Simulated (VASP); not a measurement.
# HfO2 (Fm-3m) in VASP: a series of runs, part 2 of 2

VASP 6.6.1.

## Step 6: Single point, PBE (volume scaled by 0.91)

File INCAR:

```
PREC = Accurate ; ENCUT = 520
EDIFF = 1E-6 ; ISMEAR = 0
SIGMA = 0.02 ; LREAL = False
LASPH = True ; NELM = 60
ALGO = Normal ; ISIF = 2
LWAVE = False ; LCHARG = True
GGA = PE ; LELF = True
LVHAR = True ; NBANDS = 18
```

File KPOINTS:

```
Automatic mesh
0
Gamma
  8 8 8
```

File POSCAR:

```
HfO2
1.0
    0.0000000000      2.4699255964      2.4699255964
    2.4699255964      0.0000000000      2.4699255964
    2.4699255964      2.4699255964      0.0000000000
Hf O
1 2
Direct
    0.0000000000      0.0000000000      0.0000000000
    0.2500000000      0.2500000000      0.2500000000
    0.7500000000      0.7500000000      0.7500000000
```

Potentials or basis: VASP PAW PBE potentials, release 64 (Hf_pv, O).

Started as:

```
$ cat potpaw_PBE.64/Hf_pv/POTCAR potpaw_PBE.64/O/POTCAR > POTCAR
$ mpirun -np 1 vasp_std > vasp.out
```

OUTCAR:

```text
PREC = Accurate
   ENCUT = 520
   EDIFF = 1E-6
   ISMEAR = 0
   LREAL = False
   LASPH = True
   NELM = 60
   ISIF = 2
   GGA = PE

 ion  position               nearest neighbor table
   1  0.000  0.000  0.000-   3 2.14   3 2.14   3 2.14   2 2.14   3 2.14   2 2.14   2 2.14   2 2.14

   2  0.250  0.250  0.250-   1 2.14   1 2.14   1 2.14   1 2.14
   3  0.750  0.750  0.750-   1 2.14   1 2.14   1 2.14   1 2.14

  LATTYP: Found a face centered cubic cell.
 ALAT       =     4.9398511928

  Lattice vectors:

 A1 = (   0.0000000000,   2.4699255964,   2.4699255964)
 A2 = (   2.4699255964,   0.0000000000,   2.4699255964)
 A3 = (   2.4699255964,   2.4699255964,   0.0000000000)

Analysis of symmetry for initial positions (statically):
=====================================================================
 Subroutine PRICEL returns:
 Original cell was already a primitive cell.

 Routine SETGRP: Setting up the symmetry group for a
 face centered cubic supercell.

 Subroutine GETGRP returns: Found 48 space group operations
 (whereof 48 operations were pure point group operations)
 out of a pool of 48 trial point group operations.

The static configuration has the point symmetry O_h .

Analysis of symmetry for dynamics (positions and initial velocities):
=====================================================================
 Subroutine PRICEL returns:
 Original cell was already a primitive cell.

 Routine SETGRP: Setting up the symmetry group for a
 face centered cubic supercell.

 Subroutine GETGRP returns: Found 48 space group operations
 (whereof 48 operations were pure point group operations)
 out of a pool of 48 trial point group operations.

The dynamic configuration has the point symmetry O_h .

 Subroutine INISYM returns: Found 48 space group operations
[... 109 lines left out ...]
   PSTRESS=    0.0 pullay stress
   NELECT =      22.0000    total number of electrons
   NUPDOWN=      -1.0000    fix difference up-down
   EMIN   =  10.00;   EMAX   =-10.00  energy-range for DOS
   EFERMI =   0.00;   METHOD = LEGACY
   ISMEAR =     0;   SIGMA  =   0.02  broadening in eV -4-tet -1-fermi 0-gaus
   EFERMI_NEDOS =   21; number of points for ismear=-14 and -15
   IALGO  =     38    algorithm
   IMIX   =      4    mixing-type and parameters
     AMIX     =   0.40;   BMIX     =  1.00
     AMIX_MAG =   1.60;   BMIX_MAG =  1.00
  volume/ion in A,a.u.               =      10.05        67.79
  Fermi-wavevector in a.u.,A,eV,Ry     =   1.474083  2.785612 29.564370  2.172920
  Thomas-Fermi vector in A             =   2.588897
   LORBIT       =      0    0 simple, 1 ext, 2 COOP (PROOUT), +10 PAW based schemes
   GGA     = PE    functional components
   LHFCALC =     F    Hartree Fock is set to
   AEXX    =    0.0000 exact exchange contribution
   IVDW    =     0    specifies the selected vdW correction
   LEPSILON=     F    determine dielectric tensor
   LRPA    =     F    only Hartree local field effects (RPA)
 non-spin polarized calculation
 Gauss-broadening in eV      SIGMA  =   0.02
  energy-cutoff  :      520.00
  volume of cell :       30.14
 maximum number of plane-waves:       869
 NGX is ok and might be reduce to    28
   NGX = 13   NGY = 13   NGZ = 13

 number of electron      22.0000010 magnetization

 Free energy of the ion-electron system (eV)
  ---------------------------------------------------
  ext. energy  EPLUGINS =         0.00000000
  ---------------------------------------------------
  free energy    TOTEN  =       -30.07220316 eV

  energy without entropy =      -30.07220316  energy(sigma->0) =      -30.07220316

 E-fermi :   5.0764     XC(G=0): -12.2622

 val. band max:        4.9689958970   @ k =   0.5000   0.5000   0.0000
 cond. band min:       8.9804237668   @ k =   0.5000   0.5000   0.0000
 fundamental gap:      4.0114278698
 Fermi energy:         5.0764445090

 k-point     1 :       0.0000    0.0000    0.0000
  band No.  band energies     occupation
      1     -24.3645      2.00000
      2     -24.3645      2.00000
      3     -24.3645      2.00000
      4     -14.2658      2.00000
      5     -10.8288      2.00000
      6      -0.8734      2.00000
[... 481 lines left out ...]
      5     -11.7322      2.00000
      6      -0.2507      2.00000
[... 10 lines left out ...]
     17      16.4767      0.00000
     18      18.8522      0.00000

 [... further k-points ...]
[... 5 lines left out ...]
  --------------------------------------------------------------------------------------
  -------------------------------------------------------------------------------------
  Total        4.4671062      4.4671062      4.4671062     -0.0000000     -0.0000000      0.0000000
  in kB      237.4954276    237.4954276    237.4954276     -0.0000000     -0.0000000      0.0000000
  external PRESSURE =     237.4954276 kB  Pullay stress =       0.0000000 kB

 VOLUME and BASIS-vectors are now :
 -----------------------------------------------------------------------------
  energy-cutoff  :      520.00
  volume of cell :       30.14
      direct lattice vectors                 reciprocal lattice vectors
     0.000000000  2.469925596  2.469925596    -0.202435248  0.202435248  0.202435248
     2.469925596  0.000000000  2.469925596     0.202435248 -0.202435248  0.202435248
     2.469925596  2.469925596  0.000000000     0.202435248  0.202435248 -0.202435248

 POSITION                                       TOTAL-FORCE (eV/Angst)
 -----------------------------------------------------------------------------------
      0.00000      0.00000      0.00000         0.000000      0.000000     -0.000000
      1.23496      1.23496      1.23496         0.000000      0.000000      0.000000
      3.70489      3.70489      3.70489        -0.000000     -0.000000     -0.000000
 -----------------------------------------------------------------------------------
    total drift:                                0.000000      0.000000      0.000000

  FREE ENERGIE OF THE ION-ELECTRON SYSTEM (eV)
  ---------------------------------------------------
  free  energy   TOTEN  =       -30.0722031594 eV

  energy  without entropy=      -30.0722031594  energy(sigma->0) =      -30.07220316
```

stdout:

```text
POSCAR found type information on POSCAR HfO
 POSCAR found :  2 types and       3 ions
 scaLAPACK will be used
 LDA part: xc-table for (Slater+PW92), standard interpolation
 POSCAR, INCAR and KPOINTS ok, starting setup
 FFT: planning ... GRIDC
 FFT: planning ... GRID_SOFT
 FFT: planning ... GRID
 WAVECAR not read
 entering main loop
```

Wall time 16 s (1 thread of Intel Xeon Platinum 8488C (Sapphire Rapids), shared host); peak memory 0.16 GiB.

Results:

* Free energy: -30.0722 eV
* Pressure: 23.7 GPa
* Band gap on the k mesh: 4.01 eV, direct

Levels at points of the mesh, in eV from the valence-band top:
| k point | band 7 | band 8 | band 9 | band 10 | band 11 | band 12 | band 13 | band 14 | band 15 | band 16 |
| --- | --- | --- | --- | --- | --- | --- | --- | --- | --- | --- |
| (0.00, 0.00, 0.00) | -5.84 | -5.84 | -0.65 | -0.65 | -0.65 | 4.06 | 4.06 | 6.47 | 11.44 | 11.44 |
| (0.50, 0.00, 0.00) | -4.73 | -3.16 | -2.90 | -1.92 | -1.92 | 4.90 | 4.90 | 7.75 | 9.32 | 10.25 |
| (0.50, 0.50, 0.00) | -3.63 | -3.63 | -1.66 | -1.66 | 0.00 | 4.01 | 5.93 | 7.38 | 8.87 | 8.87 |

Caveat: spin-orbit coupling is left out, which moves the levels of the heavy elements. A k mesh can miss the band edges.

## Step 7: Summary

```tsv
task	cell	k mesh	cutoff (eV)	smearing	gap on the mesh (eV)	pressure (GPa)
single point	a = 3.605 Å, angles 60.0°, 3 atoms	8 × 8 × 8	520	gaussian 0.05 eV	3.76	-3.6
single point	a = 3.605, b = 3.605, c = 5.098 Å, 6 atoms	6 × 6 × 4	520	gaussian 0.05 eV	3.76	-3.6
single point	a = 3.536 Å, angles 60.0°, 3 atoms	8 × 8 × 8	520	gaussian 0.01 eV	3.91	11.8
relaxation of cell and atoms	relaxed to 16 GPa from a = 3.605 Å, angles 60.0°, 3 atoms	8 × 8 × 8	600	gaussian 0.01 eV	3.95	16.0
single point	a = 3.493 Å, angles 60.0°, 3 atoms	8 × 8 × 8	520	gaussian 0.02 eV	4.01	23.7
```

Alike in all rows: level PBE; potentials or basis VASP PAW PBE potentials, release 64 (Hf_pv, O); no spin polarisation.

Caveats: spin-orbit coupling is left out, which moves the levels of the heavy elements; the cell is relaxed towards a set pressure, so the enthalpy falls and the energy may rise (some runs).

Absolute energies hang on the potentials; compare differences alone.
